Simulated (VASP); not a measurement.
# Ge (Fmmm) in VASP: further runs, part 2 of 2

VASP 6.6.1.

## 3. Single point, BLYP

INCAR

```
SYSTEM = Ge
  AGGAC = 1.0
  AGGAX = 1.0
  ALDAC = 0.0
  ALDAX = 1.0
  ALGO = Normal
  EDIFF = 1E-6
  ENCUT = 520
  GGA = B5
  ISIF = 2
  ISMEAR = 0
  LASPH = .True.
  LCHARG = .False.
  LREAL = .False.
  LWAVE = .False.
  NBANDS = 36
  NELM = 60
  PREC = Accurate
  SIGMA = 0.15
```

KPOINTS

```
k-points
0
Gamma
  6 6 6
  0 0 0
```

POSCAR

```
Ge
1.0
    0.0000000000      2.8857400000      5.1156650000
    2.6304970000      0.0000000000      5.1156650000
    2.6304970000      2.8857400000      0.0000000000
Ge
4
Direct
    0.7818670000      0.7818670000      0.2181330000
    0.2181330000      0.2181330000      0.7818670000
    0.2735100000      0.7264900000      0.2735100000
    0.7264900000      0.2735100000      0.7264900000
```

Potentials or basis: VASP PAW PBE potentials, release 64 (Ge_d).

Run with:

```sh
$ cat potpaw_PBE.64/Ge_d/POTCAR > POTCAR
$ mpirun -np 1 vasp_std > vasp.out
```

OUTCAR:

```text
SYSTEM = Ge
   EDIFF = 1E-6
   ENCUT = 520
   GGA = B5
   ISIF = 2
   ISMEAR = 0
   LASPH = .True.
   LREAL = .False.
   NELM = 60
   PREC = Accurate

 ion  position               nearest neighbor table
   1  0.782  0.782  0.218-   2 2.71   2 2.71   3 2.73   4 2.73
   2  0.218  0.218  0.782-   1 2.71   1 2.71   3 2.73   4 2.73
   3  0.274  0.726  0.274-   4 2.61   4 2.64   4 2.64   2 2.73   1 2.73
   4  0.726  0.274  0.726-   3 2.61   3 2.64   3 2.64   2 2.73   1 2.73

  LATTYP: Found a face centered orthorhombic cell.
 ALAT       =     5.2609940000
 B/A-ratio  =     1.0970322338
 C/A-ratio  =     1.9447522654

  Lattice vectors:

 A1 = (   0.0000000000,   2.8857400000,   5.1156650000)
 A2 = (   2.6304970000,   0.0000000000,   5.1156650000)
 A3 = (   2.6304970000,   2.8857400000,   0.0000000000)

Analysis of symmetry for initial positions (statically):
=====================================================================
 Subroutine PRICEL returns:
 Original cell was already a primitive cell.

 Routine SETGRP: Setting up the symmetry group for a
 face centered orthorhombic supercell.

 Subroutine GETGRP returns: Found  8 space group operations
 (whereof  8 operations were pure point group operations)
 out of a pool of  8 trial point group operations.

The static configuration has the point symmetry D_2h.

Analysis of symmetry for dynamics (positions and initial velocities):
=====================================================================
 Subroutine PRICEL returns:
 Original cell was already a primitive cell.

 Routine SETGRP: Setting up the symmetry group for a
 face centered orthorhombic supercell.

 Subroutine GETGRP returns: Found  8 space group operations
 (whereof  8 operations were pure point group operations)
 out of a pool of  8 trial point group operations.

The dynamic configuration has the point symmetry D_2h.

 Subroutine INISYM returns: Found  8 space group operations
 (whereof  8 operations are pure point group operations),
 and found     1 'primitive' translations

----------------------------------------------------------------------------------------

                                     Primitive cell

  volume of cell :      77.6653

  direct lattice vectors                    reciprocal lattice vectors
     0.000000000  2.885740000  5.115665000    -0.190078149  0.173265783  0.097739004
     2.630497000  0.000000000  5.115665000     0.190078149 -0.173265783  0.097739004
     2.630497000  2.885740000  0.000000000     0.190078149  0.173265783 -0.097739004

  length of vectors
     5.873459265  5.752351072  3.904741965     0.275142957  0.275142957  0.275142957

  position of ions in fractional coordinates (direct lattice)
     0.781867000  0.781867000  0.218133000
     0.218133000  0.218133000  0.781867000
     0.273510000  0.726490000  0.273510000
     0.726490000  0.273510000  0.726490000

  ion indices of the primitive-cell ions
   primitive index   ion index
                 1           1
                 2           2
                 3           3
                 4           4

----------------------------------------------------------------------------------------

 KPOINTS: k-points

Automatic generation of k-mesh.
 Grid dimensions read from file:
 generate k-points for:    6    6    6

 Generating k-lattice:

  Cartesian coordinates                     Fractional coordinates (reciprocal lattice)
    -0.031679691  0.028877630  0.016289834     0.166666667 -0.000000000 -0.000000000
     0.031679691 -0.028877630  0.016289834     0.000000000  0.166666667  0.000000000
     0.031679691  0.028877630 -0.016289834    -0.000000000  0.000000000  0.166666667

  Length of vectors
     0.045857160  0.045857160  0.045857160

  Shift w.r.t. Gamma in fractional coordinates (k-lattice)
     0.000000000  0.000000000  0.000000000

 Subroutine IBZKPT returns following result:
 ===========================================

 Found     46 irreducible k-points:

 Following reciprocal coordinates:
            Coordinates               Weight
  0.000000  0.000000  0.000000      1.000000
  0.166667  0.000000 -0.000000      8.000000
  0.333333  0.000000  0.000000      8.000000
  0.500000  0.000000  0.000000      4.000000
  0.166667  0.166667  0.000000      2.000000
  0.333333  0.166667  0.000000      8.000000
[... 16 lines left out ...]
 -0.166667  0.166667  0.166667      8.000000
  0.500000  0.333333  0.166667      4.000000
 [... further k-points ...]
   k-points           NKPTS =     46   k-points in BZ     NKDIM =     46   number of bands    NBANDS=     36
   number of dos      NEDOS =    301   number of ions     NIONS =      4
   total plane-waves  NPLWV =  69120
   dimension x,y,z NGX =    48 NGY =   48 NGZ =   30
   dimension x,y,z NGXF=    96 NGYF=   96 NGZF=   60
   ions per type =               4
   NGX,Y,Z   is equivalent  to a cutoff of  13.59, 13.87, 12.77 a.u.
   NGXF,Y,Z  is equivalent  to a cutoff of  27.17, 27.74, 25.55 a.u.
 SYSTEM =  Ge
   PREC   = accura    normal or accurate (medium, high low for compatibility)
   ISTART =      0    job   : 0-new  1-cont  2-samecut
   ICHARG =      2    charge: 1-file 2-atom 10-const
   ISPIN  =      1    spin polarized calculation?
   LNONCOLLINEAR =      F non collinear calculations
   LSORBIT =      F    spin-orbit coupling
   LASPH  =      T    aspherical Exc in radial PAW
   ENCUT  =  520.0 eV  38.22 Ry    6.18 a.u.  10.92 10.70  7.26*2*pi/ulx,y,z
   NELM   =     60;   NELMIN=  2; NELMDL= -5     # of ELM steps
   EDIFF  = 0.1E-05   stopping-criterion for ELM
   LREAL  =      F    real-space projection
   EDIFFG = 0.1E-04   stopping-criterion for IOM
   NSW    =      0    number of steps for IOM
   IBRION =     -1    ionic relax: 0-MD 1-quasi-New 2-CG
   NFREE  =      0    steps in history (QN), initial steepest desc. (CG)
   ISIF   =      2    stress and relaxation
   ISYM   =      2    0-nonsym 1-usesym 2-fastsym
   POTIM  = 0.5000    time-step for ionic-motion
   TEBEG  =    0.0;   TEEND  =   0.0 temperature during run
   PSTRESS=    0.0 pullay stress
   NELECT =      56.0000    total number of electrons
   NUPDOWN=      -1.0000    fix difference up-down
   EMIN   =  10.00;   EMAX   =-10.00  energy-range for DOS
   EFERMI =   0.00;   METHOD = LEGACY
   ISMEAR =     0;   SIGMA  =   0.15  broadening in eV -4-tet -1-fermi 0-gaus
   EFERMI_NEDOS =   21; number of points for ismear=-14 and -15
   IALGO  =     38    algorithm
   IMIX   =      4    mixing-type and parameters
     AMIX     =   0.40;   BMIX     =  1.00
     AMIX_MAG =   1.60;   BMIX_MAG =  1.00
  volume/ion in A,a.u.               =      19.42       131.03
  Fermi-wavevector in a.u.,A,eV,Ry     =   1.468008  2.774133 29.321208  2.155048
  Thomas-Fermi vector in A             =   2.583557
   LORBIT       =      0    0 simple, 1 ext, 2 COOP (PROOUT), +10 PAW based schemes
   GGA     = B5    functional components
   LHFCALC =     F    Hartree Fock is set to
   AEXX    =    0.0000 exact exchange contribution
   IVDW    =     0    specifies the selected vdW correction
   LEPSILON=     F    determine dielectric tensor
   LRPA    =     F    only Hartree local field effects (RPA)
 non-spin polarized calculation
 Gauss-broadening in eV      SIGMA  =   0.15
  energy-cutoff  :      520.00
  volume of cell :       77.67
 maximum number of plane-waves:      2116
 NGX is ok and might be reduce to    48
   NGX = 21   NGY = 21   NGZ = 15

 number of electron      55.9999999 magnetization

 Free energy of the ion-electron system (eV)
  ---------------------------------------------------
  ext. energy  EPLUGINS =         0.00000000
  ---------------------------------------------------
  free energy    TOTEN  =       -13.68971127 eV

  energy without entropy =      -13.67171322  energy(sigma->0) =      -13.68071225

 E-fermi :   6.8058     XC(G=0): -10.4588

 val. band max:        6.7102347854   @ k =  -0.1667   0.1667   0.1667
 cond. band min:       6.8256213707   @ k =   0.5000  -0.3333   0.1667
 fundamental gap:      0.1153865852
 Fermi energy:         6.8057940317

 k-point     1 :       0.0000    0.0000    0.0000
  band No.  band energies     occupation
      1     -17.9892      2.00000
      2     -17.9327      2.00000
      3     -17.9024      2.00000
      4     -17.8919      2.00000
      5     -17.8840      2.00000
      6     -17.8836      2.00000
[... 925 lines left out ...]
     35      13.1884      0.00000
     36      13.3480      0.00000

 [... further k-points ...]

------------------------ aborting loop because EDIFF is reached ----------------------------------------

  FORCE on cell =-STRESS in cart. coord.  units (eV):
  Direction    XX          YY          ZZ          XY          YZ          ZX
  --------------------------------------------------------------------------------------
  -------------------------------------------------------------------------------------
  Total        3.7782166      2.9275464      2.7354729      0.0000000      0.0000000      0.0000000
  in kB       77.9417821     60.3930921     56.4307586      0.0000000      0.0000000      0.0000000
  external PRESSURE =      64.9218776 kB  Pullay stress =       0.0000000 kB

 VOLUME and BASIS-vectors are now :
 -----------------------------------------------------------------------------
  energy-cutoff  :      520.00
  volume of cell :       77.67
      direct lattice vectors                 reciprocal lattice vectors
     0.000000000  2.885740000  5.115665000    -0.190078149  0.173265783  0.097739004
     2.630497000  0.000000000  5.115665000     0.190078149 -0.173265783  0.097739004
     2.630497000  2.885740000  0.000000000     0.190078149  0.173265783 -0.097739004

 POSITION                                       TOTAL-FORCE (eV/Angst)
 -----------------------------------------------------------------------------------
      2.63050      2.88574      7.99954         0.000000      0.000000     -0.014708
      2.63050      2.88574      2.23179         0.000000      0.000000      0.014708
      2.63050      1.57856      5.11566         0.000000     -0.030056     -0.000000
      2.63050      4.19292      5.11566         0.000000      0.030056     -0.000000
 -----------------------------------------------------------------------------------
    total drift:                                0.000000      0.000000      0.000000

  FREE ENERGIE OF THE ION-ELECTRON SYSTEM (eV)
  ---------------------------------------------------
  free  energy   TOTEN  =       -13.6897112725 eV

  energy  without entropy=      -13.6717132245  energy(sigma->0) =      -13.68071225
```

Wall time 3.5 min (1 thread of Intel Xeon 8259CL, shared host); peak memory 0.29 GiB.

What came out:

```
Free energy            : -13.6897 eV
Pressure               : 6.5 GPa
Largest force          : 0.030 eV/Å
Band gap on the k mesh : zero (bands 28 and 29 overlap by 3.18 eV)
```

Forces in eV/Å, atoms in the order of the input:
```
Ge   0.000  0.000 -0.015
Ge   0.000  0.000  0.015
Ge   0.000 -0.030  0.000
Ge   0.000  0.030  0.000
```

Stress tensor (GPa, compression positive):
```
7.79 0.00 0.00
0.00 6.04 0.00
0.00 0.00 5.64
```

Caveat: the cell stands under pressure; the PAW data sets were made with another functional, which shifts forces and pressure a little.

## 4. Single point, PBEsol

INCAR

```
PREC = Accurate
ENCUT = 520
EDIFF = 1E-6
ISMEAR = 0
SIGMA = 0.15
LREAL = F
LASPH = T
NELM = 100
ALGO = Normal
ISIF = 2
LWAVE = F
LCHARG = F
GGA = PS
NBANDS = 36
```

KPOINTS

```
regular mesh
0
Gamma
  6 6 6
```

POSCAR is that of step 3.

Potentials or basis: VASP PAW PBE potentials, release 64 (Ge_d).

Run with:

```sh
$ cat potpaw_PBE.64/Ge_d/POTCAR > POTCAR
$ mpirun -np 1 vasp_std > vasp.out
```

OUTCAR:

```text
PREC = Accurate
   ENCUT = 520
   EDIFF = 1E-6
   ISMEAR = 0
   LREAL = F
   LASPH = T
   NELM = 100
   ISIF = 2
   GGA = PS

 ion  position               nearest neighbor table
   1  0.782  0.782  0.218-   2 2.71   2 2.71   3 2.73   4 2.73
   2  0.218  0.218  0.782-   1 2.71   1 2.71   3 2.73   4 2.73
   3  0.274  0.726  0.274-   4 2.61   4 2.64   4 2.64   2 2.73   1 2.73
   4  0.726  0.274  0.726-   3 2.61   3 2.64   3 2.64   2 2.73   1 2.73

[... 1138 lines left out ...]
  Direction    XX          YY          ZZ          XY          YZ          ZX
  --------------------------------------------------------------------------------------
  -------------------------------------------------------------------------------------
  Total       -0.8824247     -1.9606802     -2.2304169      0.0000000      0.0000000      0.0000000
  in kB      -18.2037618    -40.4473650    -46.0118318      0.0000000      0.0000000      0.0000000
  external PRESSURE =     -34.8876529 kB  Pullay stress =       0.0000000 kB

 VOLUME and BASIS-vectors are now :
 -----------------------------------------------------------------------------
  energy-cutoff  :      520.00
  volume of cell :       77.67
      direct lattice vectors                 reciprocal lattice vectors
     0.000000000  2.885740000  5.115665000    -0.190078149  0.173265783  0.097739004
     2.630497000  0.000000000  5.115665000     0.190078149 -0.173265783  0.097739004
     2.630497000  2.885740000  0.000000000     0.190078149  0.173265783 -0.097739004

 POSITION                                       TOTAL-FORCE (eV/Angst)
 -----------------------------------------------------------------------------------
      2.63050      2.88574      7.99954         0.000000      0.000000     -0.018042
      2.63050      2.88574      2.23179         0.000000      0.000000      0.018042
      2.63050      1.57856      5.11566         0.000000     -0.007077     -0.000000
      2.63050      4.19292      5.11566         0.000000      0.007077     -0.000000
 -----------------------------------------------------------------------------------
    total drift:                                0.000000      0.000000      0.000000

  FREE ENERGIE OF THE ION-ELECTRON SYSTEM (eV)
  ---------------------------------------------------
  free  energy   TOTEN  =       -18.9927719236 eV

  energy  without entropy=      -18.9749683671  energy(sigma->0) =      -18.98387015
```

OSZICAR:

```text
N       E                     dE             d eps       ncg     rms          rms(c)
DAV:   1     0.471372256303E+03    0.47137E+03   -0.27457E+04  3788   0.445E+03
DAV:   2     0.611154292316E+02   -0.41026E+03   -0.40034E+03  3312   0.783E+02
DAV:   3    -0.149185971303E+02   -0.76034E+02   -0.74764E+02  3572   0.200E+02
DAV:   4    -0.190021497491E+02   -0.40836E+01   -0.40610E+01  3964   0.542E+01
DAV:   5    -0.190806592094E+02   -0.78509E-01   -0.78482E-01  3684   0.842E+00    0.294E+00
DAV:   6    -0.190146505608E+02    0.66009E-01   -0.81382E-02  4608   0.567E+00    0.160E+00
DAV:   7    -0.189941273732E+02    0.20523E-01   -0.89615E-02  4172   0.492E+00    0.231E-01
DAV:   8    -0.189927823228E+02    0.13451E-02   -0.12604E-02  3752   0.361E+00    0.103E-01
DAV:   9    -0.189926824864E+02    0.99836E-04   -0.29796E-03  4372   0.141E+00    0.344E-02
DAV:  10    -0.189927771440E+02   -0.94658E-04   -0.10456E-03  3616   0.518E-01    0.209E-02
DAV:  11    -0.189927697009E+02    0.74432E-05   -0.14327E-04  4232   0.658E-01    0.885E-03
DAV:  12    -0.189927717406E+02   -0.20397E-05   -0.28462E-05  5028   0.963E-02    0.209E-03
DAV:  13    -0.189927719236E+02   -0.18306E-06   -0.11470E-06  2080   0.800E-02
   1 F= -.18992772E+02 E0= -.18983870E+02  d E =-.178036E-01
```

stdout:

```text
POSCAR found type information on POSCAR Ge
 POSCAR found :  1 types and       4 ions
 scaLAPACK will be used
 -----------------------------------------------------------------------------
|                                                                             |
|                                                                             |
|     You enforced a specific xc type in the INCAR file but a different       |
|     I HOPE YOU KNOW WHAT YOU ARE DOING!                                     |
|                                                                             |
 -----------------------------------------------------------------------------

 LDA part: xc-table for (Slater+PW92), standard interpolation
 POSCAR, INCAR and KPOINTS ok, starting setup
 FFT: planning ... GRIDC
 FFT: planning ... GRID_SOFT
 FFT: planning ... GRID
 WAVECAR not read
 entering main loop
```

Run time: 3.4 min. Hardware: 1 thread of Intel Xeon 8259CL, shared host; peak memory 0.29 GiB.

Results:

| Quantity | Value |
| --- | --- |
| Free energy | -18.9928 eV |
| Pressure | -3.5 GPa |
| Largest force | 0.018 eV/Å |
| Band gap on the k mesh | zero (bands 28 and 29 overlap by 3.27 eV) |

Forces in eV/Å, atoms in the order of the input:
```
Ge   0.000  0.000 -0.018
Ge   0.000  0.000  0.018
Ge   0.000 -0.007  0.000
Ge   0.000  0.007  0.000
```

Stress tensor (GPa, compression positive):
```
-1.82  0.00  0.00
 0.00 -4.04  0.00
 0.00  0.00 -4.60
```

Levels at points of the mesh, in eV from the Fermi level:
```csv
k point,band 24,band 25,band 26,band 27,band 28,band 29,band 30,band 31,band 32,band 33
"(0.00, 0.00, 0.00)",-3.84,-2.92,-2.38,-2.02,-1.86,-1.62,2.86,3.64,4.01,6.19
"(0.50, 0.00, 0.00)",-7.07,-2.02,-1.65,-0.85,0.74,0.94,1.11,2.25,2.34,3.43
"(0.50, 0.50, 0.00)",-4.54,-2.18,-1.86,-0.26,0.48,0.99,1.14,1.95,2.68,4.90
"(0.50, 0.00, 0.50)",-7.37,-4.64,-4.14,-3.21,-2.68,-1.28,-0.86,3.52,4.68,7.00
"(0.00, 0.50, 0.50)",-6.17,-5.75,-5.27,-3.50,-2.09,-1.88,2.73,3.73,3.99,5.87
```

Caveat: the cell stands under tension; the PAW data sets were made with another functional, which shifts forces and pressure a little.

## 5. Overview

```tsv
level	potentials or basis	gap on the mesh (eV)	pressure (GPa)	largest force (eV/Å)
LDA	VASP PAW LDA potentials, release 64 (Ge_d)	none	-5.0	0.02
BLYP	VASP PAW PBE potentials, release 64 (Ge_d)	none	6.5	0.03
PBEsol	VASP PAW PBE potentials, release 64 (Ge_d)	none	-3.5	0.02
```

Alike in all rows: task single point; no spin polarisation; cell as given; k mesh 6 × 6 × 6; cutoff (eV) 520; smearing gaussian 0.15 eV.

Caveats: the cell stands under tension (at least some runs); the PAW data sets were made with another functional, which shifts forces and pressure a little (at least some runs); the cell stands under pressure (at least some runs).

Absolute energies hang on the potentials; compare differences alone.
